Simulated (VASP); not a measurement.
# YS (Fm-3m) in VASP: vibrations by perturbation theory with LDA

Aim: the vibrations by perturbation theory of YS with LDA.

Program: VASP 6.6.1. These are calculated values, not measurements. Logs are shortened: lines on timing, memory, paths and dates and some standing lists are left out, and cuts for length are marked.

### Step 1. The cell of the first run

Symmetry: Fm-3m, No. 225, cubic system. The conventional cell has a = 5.487 Å, b = 5.487 Å, c = 5.487 Å, α = 90.00°, β = 90.00°, γ = 90.00°. Within 3.6 Å of Y (site symmetry m-3m) lie 6 S at 2.74 Å. S (site symmetry m-3m) has 6 Y at 2.74 Å within 3.6 Å.

### Step 2. Vibrations by perturbation theory, LDA

The input, INCAR:

```
SYSTEM = YS
PREC = Accurate ; ENCUT = 500
EDIFF = 1E-8 ; ISMEAR = 1
SIGMA = 0.1 ; LREAL = .FALSE.
LASPH = .TRUE. ; NELM = 120
ALGO = Normal ; ISIF = 2
LWAVE = .FALSE. ; LCHARG = .FALSE.
NBANDS = 16 ; IBRION = 8
NSW = 1 ; GGA_COMPAT = .FALSE.
```

The input, KPOINTS:

```
regular mesh
0
G
  8 8 8
  0 0 0
```

The input, POSCAR:

```
YS
1.0
    0.0000000000      2.7436500000      2.7436500000
    2.7436500000      0.0000000000      2.7436500000
    2.7436500000      2.7436500000      0.0000000000
Y S
1 1
Direct
    0.5000000000      0.5000000000      0.5000000000
    0.0000000000      0.0000000000      0.0000000000
```

Potentials or basis: VASP PAW LDA potentials, release 64 (Y_sv, S).

On the command line:

```console
cat potpaw_LDA.64/Y_sv/POTCAR potpaw_LDA.64/S/POTCAR > POTCAR
mpirun -np 1 vasp_std > vasp.out
```

OUTCAR:

```text
SYSTEM = YS
   PREC = Accurate
   ENCUT = 500
   EDIFF = 1E-8
   ISMEAR = 1
   LREAL = .FALSE.
   LASPH = .TRUE.
   NELM = 120
   ISIF = 2
   IBRION = 8
   NSW = 1

 ion  position               nearest neighbor table
   1  0.500  0.500  0.500-   2 2.74   2 2.74   2 2.74   2 2.74   2 2.74   2 2.74
   2  0.000  0.000  0.000-   1 2.74   1 2.74   1 2.74   1 2.74   1 2.74   1 2.74

  LATTYP: Found a face centered cubic cell.
 ALAT       =     5.4873000000

  Lattice vectors:

 A1 = (   0.0000000000,   2.7436500000,   2.7436500000)
 A2 = (   2.7436500000,   0.0000000000,   2.7436500000)
 A3 = (   2.7436500000,   2.7436500000,   0.0000000000)

Analysis of symmetry for initial positions (statically):
=====================================================================
 Subroutine PRICEL returns:
 Original cell was already a primitive cell.

 Routine SETGRP: Setting up the symmetry group for a
 face centered cubic supercell.

 Subroutine GETGRP returns: Found 48 space group operations
 (whereof 48 operations were pure point group operations)
 out of a pool of 48 trial point group operations.

The static configuration has the point symmetry O_h .

Analysis of symmetry for dynamics (positions and initial velocities):
=====================================================================
 Subroutine PRICEL returns:
 Original cell was already a primitive cell.

 Routine SETGRP: Setting up the symmetry group for a
 face centered cubic supercell.

 Subroutine GETGRP returns: Found 48 space group operations
 (whereof 48 operations were pure point group operations)
 out of a pool of 48 trial point group operations.

The dynamic configuration has the point symmetry O_h .

 Subroutine INISYM returns: Found 48 space group operations
 (whereof 48 operations are pure point group operations),
 and found     1 'primitive' translations

----------------------------------------------------------------------------------------

                                     Primitive cell

  volume of cell :      41.3063

  direct lattice vectors                    reciprocal lattice vectors
     0.000000000  2.743650000  2.743650000    -0.182238988  0.182238988  0.182238988
     2.743650000  0.000000000  2.743650000     0.182238988 -0.182238988  0.182238988
     2.743650000  2.743650000  0.000000000     0.182238988  0.182238988 -0.182238988

  length of vectors
     3.880107040  3.880107040  3.880107040     0.315647187  0.315647187  0.315647187

  position of ions in fractional coordinates (direct lattice)
     0.500000000  0.500000000  0.500000000
     0.000000000  0.000000000  0.000000000

  ion indices of the primitive-cell ions
   primitive index   ion index
                 1           1
                 2           2

----------------------------------------------------------------------------------------

 KPOINTS: regular mesh

Automatic generation of k-mesh.
 Grid dimensions read from file:
 generate k-points for:    8    8    8

 Generating k-lattice:

  Cartesian coordinates                     Fractional coordinates (reciprocal lattice)
    -0.022779874  0.022779874  0.022779874     0.125000000  0.000000000  0.000000000
     0.022779874 -0.022779874  0.022779874     0.000000000  0.125000000  0.000000000
     0.022779874  0.022779874 -0.022779874     0.000000000  0.000000000  0.125000000

  Length of vectors
     0.039455898  0.039455898  0.039455898

  Shift w.r.t. Gamma in fractional coordinates (k-lattice)
     0.000000000  0.000000000  0.000000000

 Subroutine IBZKPT returns following result:
 ===========================================

 Found     29 irreducible k-points:

 Following reciprocal coordinates:
            Coordinates               Weight
  0.000000  0.000000  0.000000      1.000000
  0.125000  0.000000  0.000000      8.000000
  0.250000  0.000000  0.000000      8.000000
  0.375000  0.000000  0.000000      8.000000
  0.500000  0.000000  0.000000      4.000000
  0.125000  0.125000  0.000000      6.000000
[... 16 lines left out ...]
  0.500000  0.250000  0.125000     48.000000
 -0.375000  0.250000  0.125000     24.000000
 [... further k-points ...]
   k-points           NKPTS =     29   k-points in BZ     NKDIM =     29   number of bands    NBANDS=     16
   number of dos      NEDOS =    301   number of ions     NIONS =      2
   total plane-waves  NPLWV =  21952
   dimension x,y,z NGX =    28 NGY =   28 NGZ =   28
   dimension x,y,z NGXF=    56 NGYF=   56 NGZF=   56
   ions per type =               1   1
   NGX,Y,Z   is equivalent  to a cutoff of  12.00, 12.00, 12.00 a.u.
   NGXF,Y,Z  is equivalent  to a cutoff of  23.99, 23.99, 23.99 a.u.
 SYSTEM =  YS
   PREC   = accura    normal or accurate (medium, high low for compatibility)
   ISTART =      0    job   : 0-new  1-cont  2-samecut
   ICHARG =      2    charge: 1-file 2-atom 10-const
   ISPIN  =      1    spin polarized calculation?
   LNONCOLLINEAR =      F non collinear calculations
   LSORBIT =      F    spin-orbit coupling
   LASPH  =      T    aspherical Exc in radial PAW
   ENCUT  =  500.0 eV  36.75 Ry    6.06 a.u.   7.07  7.07  7.07*2*pi/ulx,y,z
   NELM   =    120;   NELMIN=  2; NELMDL= -5     # of ELM steps
   EDIFF  = 0.1E-07   stopping-criterion for ELM
   LREAL  =      F    real-space projection
   EDIFFG = 0.1E-06   stopping-criterion for IOM
   NSW    =      1    number of steps for IOM
   IBRION =      8    ionic relax: 0-MD 1-quasi-New 2-CG
   NFREE  =      0    steps in history (QN), initial steepest desc. (CG)
   ISIF   =      2    stress and relaxation
   ISYM   =      2    0-nonsym 1-usesym 2-fastsym
   POTIM  = 0.5000    time-step for ionic-motion
   TEBEG  =    0.0;   TEEND  =   0.0 temperature during run
   PSTRESS=    0.0 pullay stress
   NELECT =      17.0000    total number of electrons
   NUPDOWN=      -1.0000    fix difference up-down
   EMIN   =  10.00;   EMAX   =-10.00  energy-range for DOS
   EFERMI =   0.00;   METHOD = LEGACY
   ISMEAR =     1;   SIGMA  =   0.10  broadening in eV -4-tet -1-fermi 0-gaus
   EFERMI_NEDOS =   21; number of points for ismear=-14 and -15
   IALGO  =     38    algorithm
   IMIX   =      4    mixing-type and parameters
     AMIX     =   0.40;   BMIX     =  1.00
     AMIX_MAG =   1.60;   BMIX_MAG =  1.00
  volume/ion in A,a.u.               =      20.65       139.37
  Fermi-wavevector in a.u.,A,eV,Ry     =   1.217734  2.301184 20.175754  1.482876
  Thomas-Fermi vector in A             =   2.353044
   LORBIT       =      0    0 simple, 1 ext, 2 COOP (PROOUT), +10 PAW based schemes
   GGA     = CA    functional components
   LHFCALC =     F    Hartree Fock is set to
   AEXX    =    0.0000 exact exchange contribution
   IVDW    =     0    specifies the selected vdW correction
   LEPSILON=     F    determine dielectric tensor
   LRPA    =     F    only Hartree local field effects (RPA)
 non-spin polarized calculation
 Methfessel and Paxton  Order N= 1 SIGMA  =   0.10
  energy-cutoff  :      500.00
  volume of cell :       41.31
 maximum number of plane-waves:      1067
   NGX = 15   NGY = 15   NGZ = 15

--------------------------------------- Ionic step        1  -------------------------------------------

 number of electron      16.9999999 magnetization

 Free energy of the ion-electron system (eV)
  ---------------------------------------------------
  ext. energy  EPLUGINS =         0.00000000
  ---------------------------------------------------
  free energy    TOTEN  =       -16.01637921 eV

  energy without entropy =      -16.01688395  energy(sigma->0) =      -16.01654746

 E-fermi :   6.6501     XC(G=0): -10.7859

 val. band max:        6.6224247137   @ k =   0.1250   0.0000   0.0000
 cond. band min:       6.6606148375   @ k =   0.3750   0.1250   0.0000
 fundamental gap:      0.0381901239
 Fermi energy:         6.6500815222

 k-point     1 :       0.0000    0.0000    0.0000
  band No.  band energies     occupation
      1     -36.4431      2.00000
      2     -16.5027      2.00000
      3     -16.5027      2.00000
      4     -16.5027      2.00000
      5      -8.3390      2.00000
      6       3.3183      2.00000
[... 433 lines left out ...]
      3     -16.6349      2.00000
      4     -16.5718      2.00000
      5      -7.2158      2.00000
      6       0.2235      2.00000
[... 8 lines left out ...]
     15      14.1147      0.00000
     16      14.3872      0.00000

 [... further k-points ...]

------------------------ aborting loop because EDIFF is reached ----------------------------------------

  FORCE on cell =-STRESS in cart. coord.  units (eV):
  Direction    XX          YY          ZZ          XY          YZ          ZX
  --------------------------------------------------------------------------------------
  -------------------------------------------------------------------------------------
  Total       -0.9711185     -0.9711185     -0.9711185     -0.0000000     -0.0000000      0.0000000
  in kB      -37.6674916    -37.6674916    -37.6674916     -0.0000000     -0.0000000      0.0000000
  external PRESSURE =     -37.6674916 kB  Pullay stress =       0.0000000 kB

 VOLUME and BASIS-vectors are now :
 -----------------------------------------------------------------------------
  energy-cutoff  :      500.00
  volume of cell :       41.31
      direct lattice vectors                 reciprocal lattice vectors
     0.000000000  2.743650000  2.743650000    -0.182238988  0.182238988  0.182238988
     2.743650000  0.000000000  2.743650000     0.182238988 -0.182238988  0.182238988
     2.743650000  2.743650000  0.000000000     0.182238988  0.182238988 -0.182238988

 POSITION                                       TOTAL-FORCE (eV/Angst)
 -----------------------------------------------------------------------------------
      2.74365      2.74365      2.74365         0.000000      0.000000      0.000000
      0.00000      0.00000      0.00000        -0.000000      0.000000     -0.000000
 -----------------------------------------------------------------------------------
    total drift:                                0.000000      0.000000      0.000000

  FREE ENERGIE OF THE ION-ELECTRON SYSTEM (eV)
  ---------------------------------------------------
  free  energy   TOTEN  =       -16.0163792126 eV

  energy  without entropy=      -16.0168839547  energy(sigma->0) =      -16.01654746

[... ionic steps 2 to 3 ...]

--------------------------------------- Ionic step        4  -------------------------------------------

------------------------ aborting loop because EDIFF is reached ----------------------------------------

[... ionic steps 5 to 6 ...]

--------------------------------------- Ionic step        7  -------------------------------------------

 Free energy of the ion-electron system (eV)
  ---------------------------------------------------
  ---------------------------------------------------
  free energy    TOTEN  =        -0.10641079 eV

  energy without entropy =       -0.10641079

------------------------ aborting loop because EDIFF is reached ----------------------------------------

 INTERNAL STRAIN TENSOR  FOR ION    2  DIRECTION 1   (eV/Angst):
 -----------------------------------------------------------------------------
     0.07648 -0.00000  0.00000
    -0.00000 -0.03959  0.00000
     0.00000  0.00000 -0.03959

 INTERNAL STRAIN TENSOR FOR ION    2 for displacements in x,y,z  (eV/Angst):
          X           Y           Z          XY          YZ          ZX
  --------------------------------------------------------------------------------
  x     0.00000     0.00000     0.00000     0.00000     0.00000     0.00000
  y     0.00000     0.00000     0.00000     0.00000     0.00000     0.00000
  z     0.00000     0.00000     0.00000     0.00000     0.00000     0.00000

 SECOND DERIVATIVES (NOT SYMMETRIZED)
 ------------------------------------
               1X          1Y          1Z          2X          2Y          2Z
  1X    -7.241907    0.000000    0.000000    7.241907    0.000000    0.000000
  1Y     0.000000   -7.241907    0.000000    0.000000    7.241907    0.000000
  1Z     0.000000    0.000000   -7.241907    0.000000    0.000000    7.241907
  2X     7.238538    0.000000    0.000000   -7.238538    0.000000    0.000000
  2Y     0.000000    7.238538    0.000000    0.000000   -7.238538    0.000000
  2Z     0.000000    0.000000    7.238538    0.000000    0.000000   -7.238538

 Eigenvectors and eigenvalues of the dynamical matrix
 ----------------------------------------------------

   1 f  =    8.664778 THz    54.442406 2PiTHz  289.025887 cm-1    35.834627 meV
             X         Y         Z           dx          dy          dz
      2.743650  2.743650  2.743650     0.000000    0.514937    0.000000
      0.000000  0.000000  0.000000     0.000000   -0.857228    0.000000
[... 21 lines left out ...]
   6 f/i=    0.000890 THz     0.005592 2PiTHz    0.029687 cm-1     0.003681 meV
             X         Y         Z           dx          dy          dz
      2.743650  2.743650  2.743650     0.000000    0.000000    0.857228
      0.000000  0.000000  0.000000     0.000000    0.000000    0.514937

--------------------------------------------------------------------------------------------------------

 ELASTIC MODULI CONTR FROM IONIC RELAXATION (kBar)
 Direction    XX          YY          ZZ          XY          YZ          ZX
 --------------------------------------------------------------------------------
 XX           0.0000      0.0000      0.0000      0.0000      0.0000      0.0000
 YY           0.0000      0.0000      0.0000      0.0000      0.0000      0.0000
 ZZ           0.0000      0.0000      0.0000      0.0000      0.0000      0.0000
 XY           0.0000      0.0000      0.0000      0.0000      0.0000      0.0000
 YZ           0.0000      0.0000      0.0000      0.0000      0.0000      0.0000
 ZX           0.0000      0.0000      0.0000      0.0000      0.0000      0.0000
 --------------------------------------------------------------------------------
```

It took 72 s on 1 thread of Intel Xeon 6975P-C (Granite Rapids), shared host; peak memory 0.23 GiB.

Results:

- Highest phonon frequency at Γ, LO-TO splitting left out: 289 cm⁻¹

Phonon frequencies in cm⁻¹ (negative: imaginary):
| q point | frequencies |
| --- | --- |
| (0.000, 0.000, 0.000) | 0 0 0 289 289 289 |

Caveat: the cell stands under pressure or tension, which shifts response properties.
